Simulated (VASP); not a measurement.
Here is a VASP 6.6.1 calculation.

POSCAR

```
C
1.0
    1.2279165312     -2.1268138194      0.0000000000
    1.2279165312      0.7089379398      3.5190776204
   -3.6837495935     -2.1268138194      0.0000000000
C
4
Direct
    0.5001153458      0.1663329643      0.6662726688
   -0.0001142175      0.6663535392      0.1662857036
    0.4998849417      0.8336830702      0.3337419062
    0.0001139300      0.3336304264      0.8336997214
```

File INCAR.step1:

```
ALGO = Normal
EDIFF = 1E-5
ENCUT = 660
GGA = PE
GGA_COMPAT = F
ISMEAR = 0
LASPH = T
LCHARG = F
LREAL = F
LWAVE = T
NBANDS = 16
NELM = 120
PREC = Accurate
SIGMA = 0.05
```

File INCAR.step2:

```
ALGO = Normal
EDIFF = 1E-6
ENCUT = 660
GGA_COMPAT = F
ISIF = 2
ISMEAR = 0
ISTART = 1
LASPH = T
LCHARG = F
LMIXTAU = T
LREAL = F
LWAVE = F
METAGGA = R2SCAN
NBANDS = 16
NELM = 120
PREC = Accurate
SIGMA = 0.05
```

KPOINTS

```
k-points
0
Gamma
  10 8 6
```

Potentials or basis: VASP PAW PBE potentials, release 64 (C).

Command:

```console
$ cat potpaw_PBE.64/C/POTCAR > POTCAR
$ cp INCAR.step1 INCAR
$ mpirun -np 1 vasp_std > vasp.out
$ cp INCAR.step2 INCAR
$ mpirun -np 1 vasp_std > vasp.out
```

(1) What does it give for the pressure?

(2) Predict the largest force.

Results:

(1) -21.6 GPa.

(2) 0.033 eV/Å.

Caveat: the cell stands under tension; the PAW data sets were made with another functional, which shifts forces and pressure a little.
